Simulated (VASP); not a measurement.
ScGa2N3, 12 atoms in the cell. It takes space group P3m1 (No. 156, trigonal). Conventional cell: a = 3.295 Å, b = 3.295 Å, c = 8.113 Å, α = 90.00°, β = 90.00°, γ = 120.00°. Sc (site symmetry 3m) has 4 N at 2.05 to 2.13 Å within 2.7 Å. Within 2.6 Å of Ga (site symmetry 3m) lie 4 N at 1.97 to 2.00 Å. Ga (site symmetry 3m) has 4 N at 1.98 to 2.01 Å within 2.6 Å. Within 2.6 Å of N (site symmetry 3m) lie 1 Ga at 1.97 Å and 3 Sc at 2.05 Å. N (site symmetry 3m) has 3 Ga at 2.01 Å and 1 Sc at 2.13 Å within 2.7 Å. Within 2.6 Å of N (site symmetry 3m) lie 4 Ga at 1.98 to 2.00 Å. 

```yaml
Program: VASP 6.6.1
Task: single point
Functional: PBE
Potentials_or_basis: VASP PAW PBE potentials, release 64 (Sc_sv, Ga_d, N)
Cutoff: 520 eV
k_mesh: 4 × 4 × 2
Occupations: gaussian, width 0.1 eV
Spin: no spin polarisation
Dipole_correction: no
Further_INCAR_settings: ALGO = Normal; EDIFF = 1e-06; NBANDS = 64
```

Potentials or basis: VASP PAW PBE potentials, release 64 (Sc_sv, Ga_d, N).

The run is started by

```console
$ cat potpaw_PBE.64/Sc_sv/POTCAR potpaw_PBE.64/Ga_d/POTCAR potpaw_PBE.64/N/POTCAR > POTCAR
$ mpirun -np 1 vasp_std > vasp.out
```

Hardware: 1 thread of Oxide Virtual Turin-like Processor (shared host).

Problem. How long does it take, and how much memory?

Solution. Wall time 4.8 min on 1 thread of Oxide Virtual Turin-like Processor (shared host), peak memory 0.29 GiB. Counts: scf iterations 16, k points 18.
